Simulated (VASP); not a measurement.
# Si8NO16 (a cell with a defect): single point with PBE

Crystal: Si8NO16 (a cell with a defect).

```xyz
25
Lattice="-4.1790 -4.1790 0.0000 4.1790 -4.1790 0.0000 0.0000 0.0000 5.3298" Properties=species:S:1:pos:R:3 pbc="T T T"
Si    0.0605   -4.2317   -0.0139
Si    2.0089   -2.1262    1.2226
Si    0.2244   -4.1331    2.6579
Si    2.1472   -2.1106    3.9877
Si   -0.0194   -0.0474   -0.0175
Si   -2.0395   -2.1599    1.3153
Si   -0.0098   -0.0448    2.6530
Si   -2.0211   -2.1437    4.0035
O     1.2627   -2.8872   -0.0496
O     0.7225   -0.8499    1.2764
O    -1.2523   -5.4791   -0.0119
O     3.3453   -3.3586    1.3265
O     1.3455   -2.9068    2.6422
O     0.8220   -0.8546    3.9874
O    -1.7034   -5.2080    2.3853
O     3.3117   -3.5117    4.0165
O    -2.8816   -2.9592   -0.0160
O     0.9373   -4.9914    1.2844
O    -1.1870   -1.3991    0.0101
O    -0.7161   -3.4048    1.3211
O    -2.8739   -2.9505    2.6606
O     1.0987   -4.9090    4.1102
O    -1.2334   -1.3531    2.6450
O    -0.7413   -3.4264    3.9703
N    -0.5625   -5.6319    3.0252
```

```
Program             : VASP 6.6.1
Task                : single point
Functional          : PBE
Potentials or basis : VASP PAW PBE potentials, release 64 (Si, O, N)
Cutoff              : 520 eV
k mesh              : 2 × 2 × 3
Occupations         : gaussian, width 0.02 eV
Spin                : collinear spin
Starting moments    : [0.0, 0.0, 0.0, 0.0, 0.0, 0.0, 0.0, 0.0, 0.0, 0.0, 0.0, 0.0, 0.0, 0.0, 0.15, 0.0, 0.0, 0.0, 0.0, 0.0, 0.0, 0.0, 0.0, 0.0, 0.28] μB
```

```json
{
 "Pressure": "27.9 GPa",
 "Largest force": "1.098 eV/Å",
 "Band gap on the k mesh": "0.89 eV",
 "Net moment": "1.00 μB per cell",
 "Site moments": "Si -0.00, +0.02, +0.00; O +0.00, +0.03, +0.01, +0.11, +0.02, +0.04; N +0.50 μB",
 "Valence electrons inside the program's atomic spheres": "Si 1.48, 1.56, 1.45, 1.50, 1.47, 1.46; O 5.30, 5.29, 5.25, 5.21, 5.31, 5.24, 5.27, 5.23, 5.28, 5.26; N 3.83"
}
```

Forces on the atoms (eV/Å):
```
Si   0.012  0.001  0.092
Si  -0.063 -0.053 -0.058
Si   0.426 -0.197  0.386
Si   0.221 -0.062  0.071
Si   0.039 -0.061  0.011
Si   0.130 -0.091  0.043
Si   0.037 -0.041  0.021
Si  -0.061  0.041 -0.007
O    0.026 -0.050 -0.055
O   -0.065 -0.080 -0.006
O    0.108  0.011  0.086
O   -0.019 -0.004  0.014
O    0.256  0.118  0.047
O    0.175 -0.040 -0.009
O   -0.398  0.543 -0.616
O    0.109 -0.099  0.087
O    0.020 -0.022  0.046
O    0.119 -0.046  0.133
O   -0.021  0.004 -0.025
O    0.245  0.050  0.179
O   -0.158  0.121  0.052
O   -0.148  0.068 -0.217
O    0.038  0.002  0.051
O    0.002  0.003  0.035
N   -1.030 -0.117 -0.363
```

Stress tensor (GPa, compression positive):
```
28.71  8.52  6.18
 8.52 24.92 -1.18
 6.18 -1.18 30.16
```

Levels at points of the mesh, in eV from the valence-band top:
Spin up:
```tsv
k point	band 63	band 64	band 65	band 66	band 67	band 68	band 69	band 70	band 71	band 72
(0.00, 0.00, 0.00)	-1.40	-1.30	-0.76	-0.52	-0.35	5.26	6.19	6.56	6.89	7.19
(0.50, 0.00, 0.00)	-1.72	-1.28	-1.15	-0.61	-0.28	6.10	6.48	7.12	7.33	7.58
(0.00, 0.50, 0.00)	-1.72	-1.45	-0.90	-0.55	-0.15	6.28	6.36	6.98	7.31	7.53
(0.50, 0.50, 0.00)	-1.66	-1.40	-1.11	-0.64	-0.14	6.74	7.19	7.37	7.59	7.69
```
Spin down:
```tsv
k point	band 62	band 63	band 64	band 65	band 66	band 67	band 68	band 69	band 70	band 71
(0.00, 0.00, 0.00)	-1.61	-1.33	-1.22	-0.58	-0.25	0.91	5.29	6.23	6.59	6.95
(0.50, 0.00, 0.00)	-1.86	-1.64	-1.22	-1.00	-0.14	0.89	6.16	6.49	7.15	7.40
(0.00, 0.50, 0.00)	-1.80	-1.66	-1.42	-0.73	-0.30	1.17	6.33	6.38	7.03	7.33
(0.50, 0.50, 0.00)	-1.70	-1.63	-1.30	-1.00	-0.34	1.21	6.84	7.21	7.39	7.66
```

It took 3.2 min on 1 thread of Intel(R) Xeon(R) 6975P-C (Granite Rapids) (shared host), peak memory 0.44 GiB.

Caveat: the k points lie up to 0.53 Å⁻¹ apart.
